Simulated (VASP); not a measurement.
Crystal: AlBP2.

```
CELL_PARAMETERS angstrom
-2.38117 2.38117 4.76233
2.38117 -2.38117 4.76233
2.38117 2.38117 -4.76233
ATOMIC_POSITIONS crystal
B 0.00000 0.00000 0.00000
B 0.75000 0.25000 0.50000
P 0.37500 0.37500 0.50000
P 0.12500 0.62500 0.00000
P 0.87500 0.87500 0.50000
P 0.62500 0.12500 0.00000
Al 0.50000 0.50000 0.00000
Al 0.25000 0.75000 0.50000
```

| Item | Value |
| --- | --- |
| Program | VASP 6.6.1 |
| Task | relaxation of cell and atoms |
| Functional | PBE |
| Potentials or basis | VASP PAW PBE potentials, release 64 (B, P, Al) |
| Cutoff | 600 eV |
| k mesh | 8 × 8 × 8 |
| Occupations | fermi-dirac, width 0.02 eV |
| Spin | no spin polarisation |

At the start: pressure 36.6 GPa; volume 13.50 Å³/atom.

Where does the relaxation end?

Over 16 steps the energy falls by 645.1 meV/atom and the volume is 15.81 Å³/atom (+17.1 %); space group I-42d (No. 122, to 0.1 Å) before and after.

Step by step:
| step | energy change (eV) | largest force (eV/Å) | pressure (GPa) | volume (Å³) |
| --- | --- | --- | --- | --- |
| 1 | 0.0000 | 6.5822 | 36.56 | 108.01 |
| 2 | -2.5447 | 0.6476 | -17.05 | 163.68 |
| 3 | -4.6774 | 1.1293 | -6.10 | 136.24 |
| 4 | -4.6880 | 1.2701 | -5.10 | 134.91 |
| 5 | -4.6883 | 1.3467 | -4.56 | 134.21 |
| 6 | -5.0897 | 0.5280 | -0.57 | 127.77 |
| 7 | -5.1328 | 0.1249 | 1.59 | 125.05 |
| 8 | -5.1556 | 0.1033 | -0.44 | 127.05 |
| 9 | -5.1556 | 0.0926 | -0.35 | 126.95 |
| 10 | -5.1601 | 0.0435 | -0.07 | 126.60 |
| 11 | -5.1607 | 0.0174 | 0.08 | 126.42 |
| 12 | -5.1607 | 0.0157 | 0.09 | 126.41 |
| 13 | -5.1608 | 0.0035 | -0.04 | 126.57 |
| 14 | -5.1608 | 0.0061 | -0.02 | 126.53 |
| 15 | -5.1608 | 0.0065 | -0.01 | 126.53 |
| 16 | -5.1608 | 0.0006 | 0.00 | 126.51 |

Final structure:
```
B P Al
1.0
    -2.55308    2.55308    4.85228
     2.55308   -2.55308    4.85228
     2.55308    2.55308   -4.85228
B P Al
2 4 2
Direct
  0.00000 0.00000 0.00000
  0.75000 0.25000 0.50000
  0.37500 0.31631 0.44131
  0.06631 0.62500 0.94131
  0.87500 0.93369 0.55869
  0.68369 0.12500 0.05869
  0.50000 0.50000 0.00000
  0.25000 0.75000 0.50000
```

Caveat: the volume moved by over 15 % at a fixed basis, so the end points are rough.
